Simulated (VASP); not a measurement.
# K (Pm-3m) in VASP: a series of runs

Runs on K. Level: LDA. Tasks: density of states.

Everything below comes from runs of VASP 6.6.1. Logs are shortened: lines on timing, memory, paths and dates and some standing lists are left out, and cuts for length are marked.

## Step 1: The cell of the first run

The structure is cubic, space group Pm-3m (No. 221). The conventional cell has a = 3.029 Å, b = 3.029 Å, c = 3.029 Å, α = 90.00°, β = 90.00°, γ = 90.00°. Within 4.0 Å of K (site symmetry m-3m) lie 6 K at 3.03 Å.

## Step 2: Density of states, LDA (volume scaled by 0.4)

File POSCAR:

```
K
1.0
    3.0290301768      0.0000000000      0.0000000000
    0.0000000000      3.0290301768      0.0000000000
    0.0000000000      0.0000000000      3.0290301768
K
1
Direct
    0.0000000000      0.0000000000      0.0000000000
```

File INCAR.step1:

```
PREC     = Accurate       # precision mode
ENCUT    = 400            # plane-wave cutoff, eV
EDIFF    = 1E-6           # SCF threshold, eV
ISMEAR   = -1             # smearing method
SIGMA    = 0.05           # smearing width, eV
LREAL    = False          # projectors in reciprocal space
LASPH    = True           # aspherical terms in the spheres
NELM     = 120            # most SCF steps
ALGO     = Normal         # electronic algorithm
ISIF     = 2              # what is computed and relaxed
LWAVE    = False          # write WAVECAR
LCHARG   = True           # write CHGCAR
NBANDS   = 10             # bands
GGA_COMPAT= False        
NEDOS    = 2001           # points of the DOS
LORBIT   = 11             # projections on sites
```

File KPOINTS.step1:

```
Automatic mesh
0
Gamma
  9 9 9
```

File INCAR.step2:

```
PREC     = Accurate       # precision mode
ENCUT    = 400            # plane-wave cutoff, eV
EDIFF    = 1E-6           # SCF threshold, eV
ISMEAR   = -5             # smearing method
SIGMA    = 0.05           # smearing width, eV
LREAL    = False          # projectors in reciprocal space
LASPH    = True           # aspherical terms in the spheres
NELM     = 120            # most SCF steps
ALGO     = Normal         # electronic algorithm
ISIF     = 2              # what is computed and relaxed
LWAVE    = False          # write WAVECAR
LCHARG   = False          # write CHGCAR
LORBIT   = 11             # projections on sites
NEDOS    = 1001           # points of the DOS
ICHARG   = 11             # starting density
GGA_COMPAT= False
```

File KPOINTS.step2:

```
Automatic mesh
0
Gamma
  14 14 14
```

Potentials or basis: VASP PAW LDA potentials, release 64 (K_sv).

Launch:

```
$ cat potpaw_LDA.64/K_sv/POTCAR > POTCAR
$ cp INCAR.step1 INCAR
$ cp KPOINTS.step1 KPOINTS
$ mpirun -np 1 vasp_std > vasp.out
$ cp INCAR.step2 INCAR
$ cp KPOINTS.step2 KPOINTS
$ mpirun -np 1 vasp_std > vasp.out
```

OUTCAR:

```text
PREC = Accurate
   ENCUT = 400
   EDIFF = 1E-6
   ISMEAR = -5
   LREAL = False
   LASPH = True
   NELM = 120
   ISIF = 2
   LORBIT = 11
   ICHARG = 11

 ion  position               nearest neighbor table
   1  0.000  0.000  0.000-

  LATTYP: Found a simple cubic cell.
 ALAT       =     3.0290301768

  Lattice vectors:

 A1 = (   3.0290301768,   0.0000000000,   0.0000000000)
 A2 = (   0.0000000000,   3.0290301768,   0.0000000000)
 A3 = (   0.0000000000,   0.0000000000,   3.0290301768)

Analysis of symmetry for initial positions (statically):
=====================================================================
 Subroutine PRICEL returns:
 Original cell was already a primitive cell.

 Routine SETGRP: Setting up the symmetry group for a
 simple cubic supercell.

 Subroutine GETGRP returns: Found 48 space group operations
 (whereof 48 operations were pure point group operations)
 out of a pool of 48 trial point group operations.

The static configuration has the point symmetry O_h .

Analysis of symmetry for dynamics (positions and initial velocities):
=====================================================================
 Subroutine PRICEL returns:
 Original cell was already a primitive cell.

 Routine SETGRP: Setting up the symmetry group for a
 simple cubic supercell.

 Subroutine GETGRP returns: Found 48 space group operations
 (whereof 48 operations were pure point group operations)
 out of a pool of 48 trial point group operations.

The dynamic configuration has the point symmetry O_h .

 Subroutine INISYM returns: Found 48 space group operations
 (whereof 48 operations are pure point group operations),
 and found     1 'primitive' translations

----------------------------------------------------------------------------------------

                                     Primitive cell

  volume of cell :      27.7914

  direct lattice vectors                    reciprocal lattice vectors
     3.029030177  0.000000000  0.000000000     0.330138672  0.000000000  0.000000000
     0.000000000  3.029030177  0.000000000     0.000000000  0.330138672  0.000000000
     0.000000000  0.000000000  3.029030177     0.000000000  0.000000000  0.330138672

  length of vectors
     3.029030177  3.029030177  3.029030177     0.330138672  0.330138672  0.330138672

  position of ions in fractional coordinates (direct lattice)
     0.000000000  0.000000000  0.000000000

  ion indices of the primitive-cell ions
   primitive index   ion index
                 1           1

----------------------------------------------------------------------------------------

 KPOINTS: Automatic mesh

Automatic generation of k-mesh.
 Grid dimensions read from file:
 generate k-points for:   14   14   14

 Generating k-lattice:

  Cartesian coordinates                     Fractional coordinates (reciprocal lattice)
     0.023581334  0.000000000  0.000000000     0.071428571  0.000000000  0.000000000
     0.000000000  0.023581334  0.000000000     0.000000000  0.071428571  0.000000000
     0.000000000  0.000000000  0.023581334     0.000000000  0.000000000  0.071428571

  Length of vectors
     0.023581334  0.023581334  0.023581334

  Shift w.r.t. Gamma in fractional coordinates (k-lattice)
     0.000000000  0.000000000  0.000000000

 TETIRR: Found   1360 inequivalent tetrahedra from    16464

 Subroutine IBZKPT returns following result:
 ===========================================

 Found    120 irreducible k-points:

 Following reciprocal coordinates:
            Coordinates               Weight
  0.000000  0.000000  0.000000      1.000000
  0.071429  0.000000  0.000000      6.000000
  0.142857  0.000000  0.000000      6.000000
  0.214286  0.000000  0.000000      6.000000
  0.285714  0.000000  0.000000      6.000000
  0.357143  0.000000  0.000000      6.000000
[... 16 lines left out ...]
  0.285714  0.214286  0.000000     24.000000
  0.357143  0.214286  0.000000     24.000000
 [... further k-points ...]
   k-points           NKPTS =    120   k-points in BZ     NKDIM =    120   number of bands    NBANDS=      8
   number of dos      NEDOS =   1001   number of ions     NIONS =      1
   total plane-waves  NPLWV =   8000
   dimension x,y,z NGX =    20 NGY =   20 NGZ =   20
   dimension x,y,z NGXF=    40 NGYF=   40 NGZF=   40
   ions per type =               1
   NGX,Y,Z   is equivalent  to a cutoff of  10.98, 10.98, 10.98 a.u.
   NGXF,Y,Z  is equivalent  to a cutoff of  21.95, 21.95, 21.95 a.u.
 SYSTEM =  unknown system
   PREC   = accura    normal or accurate (medium, high low for compatibility)
   ISTART =      0    job   : 0-new  1-cont  2-samecut
   ICHARG =     11    charge: 1-file 2-atom 10-const
   ISPIN  =      1    spin polarized calculation?
   LNONCOLLINEAR =      F non collinear calculations
   LSORBIT =      F    spin-orbit coupling
   LASPH  =      T    aspherical Exc in radial PAW
   ENCUT  =  400.0 eV  29.40 Ry    5.42 a.u.   4.94  4.94  4.94*2*pi/ulx,y,z
   NELM   =    120;   NELMIN=  2; NELMDL=  0     # of ELM steps
   EDIFF  = 0.1E-05   stopping-criterion for ELM
   LREAL  =      F    real-space projection
   EDIFFG = 0.1E-04   stopping-criterion for IOM
   NSW    =      0    number of steps for IOM
   IBRION =     -1    ionic relax: 0-MD 1-quasi-New 2-CG
   NFREE  =      0    steps in history (QN), initial steepest desc. (CG)
   ISIF   =      2    stress and relaxation
   ISYM   =      2    0-nonsym 1-usesym 2-fastsym
   POTIM  = 0.5000    time-step for ionic-motion
   TEBEG  =    0.0;   TEEND  =   0.0 temperature during run
   PSTRESS=    0.0 pullay stress
   NELECT =       9.0000    total number of electrons
   NUPDOWN=      -1.0000    fix difference up-down
   EMIN   =  10.00;   EMAX   =-10.00  energy-range for DOS
   EFERMI =   0.00;   METHOD = LEGACY
   ISMEAR =    -5;   SIGMA  =   0.05  broadening in eV -4-tet -1-fermi 0-gaus
   EFERMI_NEDOS =   21; number of points for ismear=-14 and -15
   IALGO  =     38    algorithm
   IMIX   =      4    mixing-type and parameters
     AMIX     =   0.40;   BMIX     =  1.00
     AMIX_MAG =   1.60;   BMIX_MAG =  1.00
  volume/ion in A,a.u.               =      27.79       187.55
  Fermi-wavevector in a.u.,A,eV,Ry     =   1.124222  2.124471 17.196064  1.263875
  Thomas-Fermi vector in A             =   2.260893
   LORBIT       =     11    0 simple, 1 ext, 2 COOP (PROOUT), +10 PAW based schemes
   GGA     = CA    functional components
   LHFCALC =     F    Hartree Fock is set to
   AEXX    =    0.0000 exact exchange contribution
   IVDW    =     0    specifies the selected vdW correction
   LEPSILON=     F    determine dielectric tensor
   LRPA    =     F    only Hartree local field effects (RPA)
 non-spin polarized calculation
 Fermi weights with tetrahedron method with Bloechl corrections
  energy-cutoff  :      400.00
  volume of cell :       27.79
 maximum number of plane-waves:       520
 NGX is ok and might be reduce to    20

 number of electron       8.9999996 magnetization

 Free energy of the ion-electron system (eV)
  ---------------------------------------------------
  ext. energy  EPLUGINS =         0.00000000
  ---------------------------------------------------
  free energy    TOTEN  =        -0.10070029 eV

  energy without entropy =       -0.10070029  energy(sigma->0) =       -0.10070029

 E-fermi :   2.9388     XC(G=0):  -9.0431

 val. band max:        2.8987551236   @ k =   0.3571   0.2857   0.0714
 cond. band min:       2.9161925901   @ k =   0.5000   0.4286   0.2143
 fundamental gap:      0.0174374665
 Fermi energy:         2.9388050216

 k-point     1 :       0.0000    0.0000    0.0000
  band No.  band energies     occupation
      1     -29.4079      2.00000
      2     -12.2732      2.00000
      3     -12.2732      2.00000
      4     -12.2732      2.00000
      5      -0.1731      2.00000
      6       5.0967      0.00000
      7       5.0967      0.00000
      8      12.0853      0.00000

 k-point     2 :       0.0714    0.0000    0.0000
  band No.  band energies     occupation
      1     -29.3964      2.00000
      2     -12.3661      2.00000
      3     -12.2655      2.00000
      4     -12.2655      2.00000
      5      -0.0463      2.00000
      6       5.1407      0.00000
      7       5.2002      0.00000
      8      11.7887      0.00000

 k-point     3 :       0.1429    0.0000    0.0000
  band No.  band energies     occupation
      1     -29.3640      2.00000
      2     -12.6183      2.00000
      3     -12.2438      2.00000
      4     -12.2438      2.00000
      5       0.3115      2.00000
      6       5.2680      0.00000
      7       5.4679      0.00000
      8      11.1211      0.00000

 k-point     4 :       0.2143    0.0000    0.0000
  band No.  band energies     occupation
      1     -29.3166      2.00000
      2     -12.9639      2.00000
      3     -12.2121      2.00000
      4     -12.2121      2.00000
      5       0.8488      2.00000
      6       5.4633      0.00000
      7       5.7573      0.00000
      8      10.3840      0.00000

 k-point     5 :       0.2857    0.0000    0.0000
  band No.  band energies     occupation
      1     -29.2630      2.00000
      2     -13.3259      2.00000
      3     -12.1767      2.00000
      4     -12.1767      2.00000
      5       1.5139      2.00000
      6       5.6988      0.00000
      7       5.8317      0.00000
      8       9.7274      0.00000
[... 177 lines left out ...]
 k-point    22 :       0.2143    0.2143    0.0000
  band No.  band energies     occupation
      1     -29.2276      2.00000
      2     -12.9225      2.00000
      3     -12.8243      2.00000
      4     -12.1532      2.00000
      5       1.7112      2.00000
      6       5.7280      0.00000
      7       6.5366      0.00000
      8       8.7222      0.00000

 k-point    23 :       0.2857    0.2143    0.0000
  band No.  band energies     occupation
      1     -29.1755      2.00000
      2     -13.2277      2.00000
      3     -12.8152      2.00000
      4     -12.1191      2.00000
      5       2.2303      2.00000
      6       5.6474      0.00000
      7       6.8485      0.00000
      8       8.4854      0.00000

 k-point    24 :       0.3571    0.2143    0.0000
  band No.  band energies     occupation
      1     -29.1278      2.00000
      2     -13.5234      2.00000
      3     -12.7708      2.00000
      4     -12.0880      2.00000
      5       2.7711      1.80619
      6       5.3490      0.00000
      7       6.9854      0.00000
      8       8.5747      0.00000

 [... further k-points ...]
[... 5 lines left out ...]
  --------------------------------------------------------------------------------------
  -------------------------------------------------------------------------------------
  Total        2.2243800      2.2243800      2.2243800      0.0000000      0.0000000      0.0000000
  in kB      128.2356482    128.2356482    128.2356482      0.0000000      0.0000000      0.0000000
  external PRESSURE =     128.2356482 kB  Pullay stress =       0.0000000 kB

 VOLUME and BASIS-vectors are now :
 -----------------------------------------------------------------------------
  energy-cutoff  :      400.00
  volume of cell :       27.79
      direct lattice vectors                 reciprocal lattice vectors
     3.029030177  0.000000000  0.000000000     0.330138672  0.000000000  0.000000000
     0.000000000  3.029030177  0.000000000     0.000000000  0.330138672  0.000000000
     0.000000000  0.000000000  3.029030177     0.000000000  0.000000000  0.330138672

 POSITION                                       TOTAL-FORCE (eV/Angst)
 -----------------------------------------------------------------------------------
      0.00000      0.00000      0.00000         0.000000      0.000000      0.000000
 -----------------------------------------------------------------------------------
    total drift:                                0.000000      0.000000     -0.000000

  FREE ENERGIE OF THE ION-ELECTRON SYSTEM (eV)
  ---------------------------------------------------
  free  energy   TOTEN  =        -0.1007002899 eV

  energy  without entropy=       -0.1007002899  energy(sigma->0) =       -0.10070029

 total charge

# of ion       s       p       d       tot
------------------------------------------
    1        2.009   5.539   0.092   7.641
```

Wall time 19 s (1 thread of AMD EPYC 7R13, shared host); peak memory 0.1 GiB.

Results:

- Valence electrons inside the program's atomic spheres: K 7.64

Caveat: tetrahedron occupations give inexact forces and stress in metals.

## Step 3: Density of states, LDA (volume scaled by 0.6)

File POSCAR:

```
K
1.0
    3.4673739846      0.0000000000      0.0000000000
    0.0000000000      3.4673739846      0.0000000000
    0.0000000000      0.0000000000      3.4673739846
K
1
Direct
    0.0000000000      0.0000000000      0.0000000000
```

File INCAR.step1:

```
SYSTEM = K
PREC = Accurate ; ENCUT = 400
EDIFF = 1E-6 ; ISMEAR = -1
SIGMA = 0.05 ; LREAL = .FALSE.
LASPH = .TRUE. ; NELM = 120
ALGO = Normal ; ISIF = 2
LWAVE = .FALSE. ; LCHARG = .TRUE.
GGA = CA ; NBANDS = 10
GGA_COMPAT = .FALSE. ; NEDOS = 2001
LORBIT = 11
```

File KPOINTS.step1:

```
regular mesh
0
G
  9 9 9
  0 0 0
```

File INCAR.step2:

```
SYSTEM = K
PREC = Accurate ; ENCUT = 400
EDIFF = 1E-6 ; ISMEAR = -5
SIGMA = 0.05 ; LREAL = .FALSE.
LASPH = .TRUE. ; NELM = 120
ALGO = Normal ; ISIF = 2
LWAVE = .FALSE. ; LCHARG = .FALSE.
GGA = CA ; LORBIT = 11
NEDOS = 1001 ; ICHARG = 11
GGA_COMPAT = .FALSE.
```

File KPOINTS.step2:

```
regular mesh
0
G
  14 14 14
  0 0 0
```

Potentials or basis: VASP PAW LDA potentials, release 64 (K_sv).

Launch:

```
$ cat potpaw_LDA.64/K_sv/POTCAR > POTCAR
$ cp INCAR.step1 INCAR
$ cp KPOINTS.step1 KPOINTS
$ mpirun -np 1 vasp_std > vasp.out
$ cp INCAR.step2 INCAR
$ cp KPOINTS.step2 KPOINTS
$ mpirun -np 1 vasp_std > vasp.out
```

Wall time 26 s (1 thread of AMD EPYC 7R13, shared host); peak memory 0.11 GiB.

It converged, with:

* Valence electrons inside the program's atomic spheres: K 7.56

Levels at points of the mesh, in eV from the Fermi level:
| k point | band 1 | band 2 | band 3 | band 4 | band 5 | band 6 | band 7 | band 8 |
| --- | --- | --- | --- | --- | --- | --- | --- | --- |
| (0.00, 0.00, 0.00) | -32.06 | -15.51 | -15.51 | -15.51 | -3.03 | 2.49 | 2.49 | 7.58 |
| (0.50, 0.00, 0.00) | -32.00 | -16.12 | -15.45 | -15.45 | 0.04 | 0.44 | 3.32 | 5.23 |
| (0.50, 0.50, 0.00) | -31.94 | -16.01 | -16.01 | -15.40 | 0.21 | 2.73 | 3.76 | 3.76 |
| (0.50, 0.50, 0.50) | -31.89 | -15.92 | -15.92 | -15.92 | 1.81 | 1.81 | 1.81 | 5.36 |

Caveat: tetrahedron occupations give inexact forces and stress in metals.
